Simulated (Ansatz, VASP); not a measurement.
## Al2Cl2F: VASP beside Ansatz

Contents of INCAR:

```
PREC = Accurate
ENCUT = 600
EDIFF = 1E-7
ISMEAR = 0
SIGMA = 0.1
LREAL = False
LASPH = True
NELM = 100
ALGO = Normal
ISIF = 3
LWAVE = False
LCHARG = False
GGA = PE
IBRION = 2
NSW = 100
EDIFFG = -0.01
```

Contents of KPOINTS:

```
Automatic mesh
0
Gamma
  8 8 8
```

File POSCAR:

```
Al2Cl2F
1.0
    4.5846118450      0.0000000000      0.0000000000
    0.0000000000      4.5846118450      0.0000000000
    0.0000000000      0.0000000000      4.7475360001
Al Cl F
2 2 1
Direct
    0.0000000000      0.5000000000      0.5000000000
    0.5000000000      0.0000000000      0.5000000000
    0.0000000000      0.5000000000      0.0000000000
    0.5000000000      0.0000000000      0.0000000000
    0.0000000000      0.0000000000      0.5000000000
```

Input for Ansatz:

```yaml
crystal:
  lattice:
    - [4.584611845, 0.0, 0.0]
    - [0.0, 4.584611845, 0.0]
    - [0.0, 0.0, 4.7475360001]
  atoms:
    - { symbol: Al, position: [0.0, 0.5, 0.5] }
    - { symbol: Al, position: [0.5, 0.0, 0.5] }
    - { symbol: Cl, position: [0.0, 0.5, 0.0] }
    - { symbol: Cl, position: [0.5, 0.0, 0.0] }
    - { symbol: F, position: [0.0, 0.0, 0.5] }
basis:
  ecutwfc: 420
kpoints:
  mp_grid: { grid: [8, 8, 8] }
hamiltonian:
  xc: pbe
scf:
  occupations: { method: gaussian, width: 0.1 }
output:
  forces: true
  stress: true
  eigenvalues: true
relax:
  adjacent_minimum: "off"
  f_tol: 0.01
  max_steps: 80
  cell: { stress_tol: 0.05 }
```

Alike in both runs: task relaxation of cell and atoms; functional PBE; k mesh 8 × 8 × 8; occupations gaussian, width 0.1 eV; no spin polarisation.

|  | VASP | Ansatz |
| --- | --- | --- |
| version | VASP 6.6.1 | Ansatz 0.2.0 |
| potentials or method | VASP PAW PBE potentials, release 64 (Al, Cl, F), cutoff 600 eV | scalar-relativistic, plane waves, PAW |
| valence electrons in the cell | 27 | 27 |

```csv
,VASP,Ansatz,Ansatz less VASP
"gap on the k mesh at the Fermi level, each at its own relaxed structure (eV)",none,none,-
relaxed volume (Å³/atom),19.92,19.96,+0.042
relaxed cell length with the largest relative difference (Å),4.584,4.587,+0.0033
```

A gap of «none» marks a metal or a gap that the smearing closes.
